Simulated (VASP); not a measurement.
# Sn2As (Cmcm) in VASP: further runs

The runs below take Sn2As through single point, with PBE.

Everything below comes from runs of VASP 6.6.1. Logs are shortened: lines on timing, memory, paths and dates and some standing lists are left out, and cuts for length are marked.

### 1 The cell of the first run

The structure is orthorhombic, space group Cmcm (No. 63). Conventional cell: a = 8.838 Å, b = 6.242 Å, c = 5.784 Å, α = 90.00°, β = 90.00°, γ = 90.00°. Within 3.8 Å of Sn (site symmetry m) lie 2 As at 2.88 to 2.93 Å and 7 Sn at 3.15 to 3.64 Å. Within 3.8 Å of As (site symmetry m2m) lie 4 Sn at 2.88 to 2.93 Å and 2 As at 2.89 Å.

The cell was generated, and may not be a known phase.

### 2 Single point, PBE

Contents of INCAR:

```
SYSTEM = Sn2As
ALGO     = Fast           ! electronic algorithm
EDIFF    = 1E-6           ! SCF threshold, eV
ENCUT    = 520            ! plane-wave cutoff, eV
GGA      = PE             ! functional
ISIF     = 2              ! what is computed and relaxed
ISMEAR   = 0              ! smearing method
LASPH    = .True.         ! aspherical terms in the spheres
LCHARG   = .False.        ! write CHGCAR
LREAL    = .False.        ! projectors in reciprocal space
LWAVE    = .False.        ! write WAVECAR
NBANDS   = 42             ! bands
NELM     = 100            ! most SCF steps
PREC     = Accurate       ! precision mode
SIGMA    = 0.1            ! smearing width, eV
```

Contents of KPOINTS:

```
k-points
0
Gamma
  4 4 4
  0 0 0
```

Contents of POSCAR:

```
Sn2As
1.0
    4.4191196876     -3.1211458093      0.0000000000
    4.4191196876      3.1211458093      0.0000000000
    0.0000000000      0.0000000000      5.7841576973
Sn As
4 2
Direct
    0.0825845421      0.2829070479      0.7500000000
    0.7170929521      0.9174154579      0.7500000000
    0.9174154579      0.7170929521      0.2500000000
    0.2829070479      0.0825845421      0.2500000000
    0.5085104675      0.4914895325      0.7500000000
    0.4914895325      0.5085104675      0.2500000000
```

Potentials or basis: VASP PAW PBE potentials, release 64 (Sn_d, As).

The run is started by

```bash
$ cat potpaw_PBE.64/Sn_d/POTCAR potpaw_PBE.64/As/POTCAR > POTCAR
$ mpirun -np 1 vasp_std > vasp.out
```

OUTCAR:

```text
SYSTEM = Sn2As
   EDIFF = 1E-6
   ENCUT = 520
   GGA = PE
   ISIF = 2
   ISMEAR = 0
   LASPH = .True.
   LREAL = .False.
   NELM = 100
   PREC = Accurate

 ion  position               nearest neighbor table
   1  0.083  0.283  0.750-   5 2.88   5 2.93   4 3.15   4 3.15   2 3.23   2 3.34   2 3.34   3 3.64
                             3 3.64
   2  0.717  0.917  0.750-   5 2.88   5 2.93   3 3.15   3 3.15   1 3.23   1 3.34   1 3.34   4 3.64
                             4 3.64
   3  0.917  0.717  0.250-   6 2.88   6 2.93   2 3.15   2 3.15   4 3.23   4 3.34   4 3.34   1 3.64
                             1 3.64
   4  0.283  0.083  0.250-   6 2.88   6 2.93   1 3.15   1 3.15   3 3.23   3 3.34   3 3.34   2 3.64
                             2 3.64
   5  0.509  0.491  0.750-   1 2.88   2 2.88   6 2.89   6 2.89   1 2.93   2 2.93
   6  0.491  0.509  0.250-   3 2.88   4 2.88   5 2.89   5 2.89   4 2.93   3 2.93

  LATTYP: Found a base centered orthorhombic cell.
 ALAT       =     6.2422916186
 B/A-ratio  =     1.4158645439
 C/A-ratio  =     0.9266080553

  Lattice vectors:

 A1 = (  -4.4191196876,  -3.1211458093,   0.0000000000)
 A2 = (   4.4191196876,  -3.1211458093,   0.0000000000)
 A3 = (   0.0000000000,   0.0000000000,   5.7841576973)

Analysis of symmetry for initial positions (statically):
=====================================================================
 Subroutine PRICEL returns:
 Original cell was already a primitive cell.

 Routine SETGRP: Setting up the symmetry group for a
 base centered orthorhombic supercell.

 Subroutine GETGRP returns: Found  8 space group operations
 (whereof  4 operations were pure point group operations)
 out of a pool of  8 trial point group operations.

The static configuration has the point symmetry C_2h.
 The point group associated with its full space group is D_2h.

Analysis of symmetry for dynamics (positions and initial velocities):
=====================================================================
 Subroutine PRICEL returns:
 Original cell was already a primitive cell.

 Routine SETGRP: Setting up the symmetry group for a
 base centered orthorhombic supercell.

 Subroutine GETGRP returns: Found  8 space group operations
 (whereof  4 operations were pure point group operations)
 out of a pool of  8 trial point group operations.

The dynamic configuration has the point symmetry C_2h.
 The point group associated with its full space group is D_2h.

 Subroutine INISYM returns: Found  8 space group operations
 (whereof  4 operations are pure point group operations),
 and found     1 'primitive' translations

----------------------------------------------------------------------------------------

                                     Primitive cell

  volume of cell :     159.5585

  direct lattice vectors                    reciprocal lattice vectors
     4.419119688 -3.121145809  0.000000000     0.113144706 -0.160197578  0.000000000
     4.419119688  3.121145809  0.000000000     0.113144706  0.160197578  0.000000000
     0.000000000  0.000000000  5.784157697     0.000000000  0.000000000  0.172886019

  length of vectors
     5.410191307  5.410191307  5.784157697     0.196124931  0.196124931  0.172886019

  position of ions in fractional coordinates (direct lattice)
     0.082584542  0.282907048  0.750000000
     0.717092952  0.917415458  0.750000000
     0.917415458  0.717092952  0.250000000
     0.282907048  0.082584542  0.250000000
     0.508510468  0.491489532  0.750000000
     0.491489532  0.508510468  0.250000000

  ion indices of the primitive-cell ions
   primitive index   ion index
                 1           1
                 2           2
                 3           3
                 4           4
                 5           5
                 6           6

----------------------------------------------------------------------------------------

 KPOINTS: k-points

Automatic generation of k-mesh.
 Grid dimensions read from file:
 generate k-points for:    4    4    4

 Generating k-lattice:

  Cartesian coordinates                     Fractional coordinates (reciprocal lattice)
     0.028286177 -0.040049395  0.000000000     0.250000000  0.000000000  0.000000000
     0.028286177  0.040049395  0.000000000     0.000000000  0.250000000  0.000000000
     0.000000000  0.000000000  0.043221505     0.000000000  0.000000000  0.250000000

  Length of vectors
     0.049031233  0.049031233  0.043221505

  Shift w.r.t. Gamma in fractional coordinates (k-lattice)
     0.000000000  0.000000000  0.000000000

 Subroutine IBZKPT returns following result:
 ===========================================

 Found     21 irreducible k-points:

 Following reciprocal coordinates:
            Coordinates               Weight
  0.000000  0.000000  0.000000      1.000000
  0.250000  0.000000  0.000000      4.000000
  0.500000  0.000000  0.000000      2.000000
  0.250000  0.250000  0.000000      2.000000
  0.500000  0.250000  0.000000      4.000000
 -0.250000  0.250000  0.000000      2.000000
[... 13 lines left out ...]
 -0.250000  0.250000  0.500000      2.000000
  0.500000  0.500000  0.500000      1.000000
   k-points           NKPTS =     21   k-points in BZ     NKDIM =     21   number of bands    NBANDS=     42
   number of dos      NEDOS =    301   number of ions     NIONS =      6
   total plane-waves  NPLWV =  76800
   dimension x,y,z NGX =    40 NGY =   40 NGZ =   48
   dimension x,y,z NGXF=    80 NGYF=   80 NGZF=   96
   ions per type =               4   2
   NGX,Y,Z   is equivalent  to a cutoff of  12.29, 12.29, 13.80 a.u.
   NGXF,Y,Z  is equivalent  to a cutoff of  24.58, 24.58, 27.59 a.u.
 SYSTEM =  Sn2As
   PREC   = accura    normal or accurate (medium, high low for compatibility)
   ISTART =      0    job   : 0-new  1-cont  2-samecut
   ICHARG =      2    charge: 1-file 2-atom 10-const
   ISPIN  =      1    spin polarized calculation?
   LNONCOLLINEAR =      F non collinear calculations
   LSORBIT =      F    spin-orbit coupling
   LASPH  =      T    aspherical Exc in radial PAW
   ENCUT  =  520.0 eV  38.22 Ry    6.18 a.u.  10.06 10.06 10.75*2*pi/ulx,y,z
   NELM   =    100;   NELMIN=  2; NELMDL= -5     # of ELM steps
   EDIFF  = 0.1E-05   stopping-criterion for ELM
   LREAL  =      F    real-space projection
   EDIFFG = 0.1E-04   stopping-criterion for IOM
   NSW    =      0    number of steps for IOM
   IBRION =     -1    ionic relax: 0-MD 1-quasi-New 2-CG
   NFREE  =      0    steps in history (QN), initial steepest desc. (CG)
   ISIF   =      2    stress and relaxation
   ISYM   =      2    0-nonsym 1-usesym 2-fastsym
   POTIM  = 0.5000    time-step for ionic-motion
   TEBEG  =    0.0;   TEEND  =   0.0 temperature during run
   PSTRESS=    0.0 pullay stress
   NELECT =      66.0000    total number of electrons
   NUPDOWN=      -1.0000    fix difference up-down
   EMIN   =  10.00;   EMAX   =-10.00  energy-range for DOS
   EFERMI =   0.00;   METHOD = LEGACY
   ISMEAR =     0;   SIGMA  =   0.10  broadening in eV -4-tet -1-fermi 0-gaus
   EFERMI_NEDOS =   21; number of points for ismear=-14 and -15
   IALGO  =     68    algorithm
   IMIX   =      4    mixing-type and parameters
     AMIX     =   0.40;   BMIX     =  1.00
     AMIX_MAG =   1.60;   BMIX_MAG =  1.00
  volume/ion in A,a.u.               =      26.59       179.46
  Fermi-wavevector in a.u.,A,eV,Ry     =   1.219784  2.305057 20.243732  1.487872
  Thomas-Fermi vector in A             =   2.355024
   LORBIT       =      0    0 simple, 1 ext, 2 COOP (PROOUT), +10 PAW based schemes
   GGA     = PE    functional components
   LHFCALC =     F    Hartree Fock is set to
   AEXX    =    0.0000 exact exchange contribution
   IVDW    =     0    specifies the selected vdW correction
   LEPSILON=     F    determine dielectric tensor
   LRPA    =     F    only Hartree local field effects (RPA)
 non-spin polarized calculation
 RMM-DIIS sequential band-by-band and
 Gauss-broadening in eV      SIGMA  =   0.10
  energy-cutoff  :      520.00
  volume of cell :      159.56
 maximum number of plane-waves:      4314
   NGX = 21   NGY = 21   NGZ = 21

 number of electron      65.9999998 magnetization

 Free energy of the ion-electron system (eV)
  ---------------------------------------------------
  ext. energy  EPLUGINS =         0.00000000
  ---------------------------------------------------
  free energy    TOTEN  =       -23.99423247 eV

  energy without entropy =      -23.98175446  energy(sigma->0) =      -23.98799346

 E-fermi :   6.4664     XC(G=0):  -9.9785

 val. band max:        6.4300310647   @ k =   0.0000   0.0000   0.0000
 cond. band min:       6.4956705206   @ k =  -0.2500   0.2500   0.2500
 fundamental gap:      0.0656394559
 Fermi energy:         6.4664291991

 k-point     1 :       0.0000    0.0000    0.0000
  band No.  band energies     occupation
      1     -15.0166      2.00000
      2     -14.9867      2.00000
      3     -14.9594      2.00000
      4     -14.9570      2.00000
      5     -14.9434      2.00000
      6     -14.9389      2.00000
[... 34 lines left out ...]
     41      11.5502      0.00000
     42      11.6700      0.00000

 k-point     2 :       0.2500    0.0000    0.0000
  band No.  band energies     occupation
      1     -15.0149      2.00000
      2     -14.9897      2.00000
      3     -14.9685      2.00000
      4     -14.9557      2.00000
      5     -14.9450      2.00000
      6     -14.9417      2.00000
[... 34 lines left out ...]
     41      11.2684      0.00000
     42      11.5472      0.00000

 k-point     3 :       0.5000    0.0000    0.0000
  band No.  band energies     occupation
      1     -15.0132      2.00000
      2     -14.9785      2.00000
      3     -14.9732      2.00000
      4     -14.9615      2.00000
      5     -14.9542      2.00000
      6     -14.9507      2.00000
[... 762 lines left out ...]
      4     -14.9906      2.00000
      5     -14.9901      2.00000
      6     -14.9901      2.00000
[... 34 lines left out ...]
     41       9.9706      0.00000
     42       9.9706      0.00000

 k-point    21 :       0.5000    0.5000    0.5000
  band No.  band energies     occupation
      1     -15.0184      2.00000
      2     -15.0184      2.00000
      3     -14.9848      2.00000
      4     -14.9848      2.00000
      5     -14.9454      2.00000
      6     -14.9454      2.00000
[... 34 lines left out ...]
     41      10.3318      0.00000
     42      10.3318      0.00000

------------------------ aborting loop because EDIFF is reached ----------------------------------------

  FORCE on cell =-STRESS in cart. coord.  units (eV):
  Direction    XX          YY          ZZ          XY          YZ          ZX
  --------------------------------------------------------------------------------------
  -------------------------------------------------------------------------------------
  Total       -0.0009036      0.1782483      0.0261379      0.0000000      0.0000000      0.0000000
  in kB       -0.0090730      1.7898477      0.2624594      0.0000000      0.0000000      0.0000000
  external PRESSURE =       0.6810781 kB  Pullay stress =       0.0000000 kB

 VOLUME and BASIS-vectors are now :
 -----------------------------------------------------------------------------
  energy-cutoff  :      520.00
  volume of cell :      159.56
      direct lattice vectors                 reciprocal lattice vectors
     4.419119688 -3.121145809  0.000000000     0.113144706 -0.160197578  0.000000000
     4.419119688  3.121145809  0.000000000     0.113144706  0.160197578  0.000000000
     0.000000000  0.000000000  5.784157697     0.000000000  0.000000000  0.172886019

 POSITION                                       TOTAL-FORCE (eV/Angst)
 -----------------------------------------------------------------------------------
      1.61515      0.62524      4.33812         0.013061     -0.009405      0.000000
      7.22309      0.62524      4.33812        -0.013061     -0.009405     -0.000000
      7.22309     -0.62524      1.44604        -0.013061      0.009405      0.000000
      1.61515     -0.62524      1.44604         0.013061      0.009405      0.000000
      4.41912     -0.05312      4.33812        -0.000000      0.013287      0.000000
      4.41912      0.05312      1.44604        -0.000000     -0.013287      0.000000
 -----------------------------------------------------------------------------------
    total drift:                               -0.000000      0.000000      0.000000

  FREE ENERGIE OF THE ION-ELECTRON SYSTEM (eV)
  ---------------------------------------------------
  free  energy   TOTEN  =       -23.9942324694 eV

  energy  without entropy=      -23.9817544563  energy(sigma->0) =      -23.98799346
```

It took 3.3 min on 1 thread of Intel Xeon 8259CL, shared host; peak memory 0.33 GiB.

Results:

* Free energy: -23.9942 eV
* Pressure: 0.1 GPa
* Largest force: 0.016 eV/Å
* Band gap on the k mesh: zero (bands 33 and 34 overlap by 1.80 eV)

Forces in eV/Å, atoms in the order of the input:
```
Sn   0.013 -0.009  0.000
Sn  -0.013 -0.009  0.000
Sn  -0.013  0.009  0.000
Sn   0.013  0.009  0.000
As   0.000  0.013  0.000
As   0.000 -0.013  0.000
```

Caveat: spin-orbit coupling is left out, which moves the levels of the heavy elements.

### 3 Single point, PBE

This run uses another cell than the first one, of 27.41 Å³/atom.

Contents of INCAR:

```
PREC = Accurate ; ENCUT = 520
EDIFF = 1E-6 ; ISMEAR = 0
SIGMA = 0.1 ; LREAL = False
LASPH = True ; NELM = 100
ALGO = Normal ; ISIF = 2
LWAVE = False ; LCHARG = True
GGA = PE ; LELF = True
LVHAR = True ; NBANDS = 42
```

Contents of KPOINTS:

```
regular mesh
0
Gamma
  4 4 2
```

Contents of POSCAR:

```
Sn2As
1.0
    4.2629355186     -3.2957220298      0.0000000000
    4.2629355186      3.2957220298      0.0000000000
    0.0000000000      0.0000000000      5.8537734859
Sn As
4 2
Direct
    0.0032122647      0.3809270020      0.7500000000
    0.6190729980      0.9967877353      0.7500000000
    0.9967877353      0.6190729980      0.2500000000
    0.3809270020      0.0032122647      0.2500000000
    0.4568752447      0.5431247553      0.7500000000
    0.5431247553      0.4568752447      0.2500000000
```

Potentials or basis: VASP PAW PBE potentials, release 64 (Sn_d, As).

The run is started by

```bash
$ cat potpaw_PBE.64/Sn_d/POTCAR potpaw_PBE.64/As/POTCAR > POTCAR
$ mpirun -np 1 vasp_std > vasp.out
```

Run time: 2.6 min. Hardware: 1 thread of Intel Xeon 8259CL, shared host; peak memory 0.29 GiB.

It converged, with:

```
Free energy            : -23.8914 eV
Pressure               : 0.0 GPa
Largest force          : 0.009 eV/Å
Band gap on the k mesh : zero (bands 33 and 34 overlap by 1.81 eV)
```

Forces in eV/Å, atoms in the order of the input:
```
Sn   0.004 -0.005  0.000
Sn  -0.004 -0.005  0.000
Sn  -0.004  0.005  0.000
Sn   0.004  0.005  0.000
As   0.000  0.009  0.000
As   0.000 -0.009  0.000
```

Stress tensor (GPa, compression positive):
```
 0.11  0.00  0.00
 0.00 -0.13  0.00
 0.00  0.00 -0.05
```

Levels at points of the mesh, in eV from the Fermi level:
```tsv
k point	band 30	band 31	band 32	band 33	band 34	band 35	band 36	band 37
(0.00, 0.00, 0.00)	-2.50	-2.20	-0.52	-0.51	-0.17	0.37	1.57	2.50
(0.50, 0.00, 0.00)	-2.29	-1.05	-0.71	-0.39	0.99	1.33	2.21	2.80
(0.50, 0.50, 0.00)	-1.50	-1.19	0.19	0.50	0.84	1.07	1.49	3.26
(0.00, 0.00, 0.50)	-3.33	-1.05	-1.05	-0.58	-0.58	1.17	1.17	3.11
(0.50, 0.00, 0.50)	-0.98	-0.45	-0.45	0.49	0.49	1.13	1.13	2.50
(0.50, 0.50, 0.50)	-0.26	0.50	0.50	0.88	0.88	1.76	1.76	2.20
```

Caveat: the k points lie up to 0.54 Å⁻¹ apart, too coarse for converged energies and pressures of a metal; spin-orbit coupling is left out, which moves the levels of the heavy elements.

The gap in the log of VASP goes by the Fermi energy; the results here count the filled bands.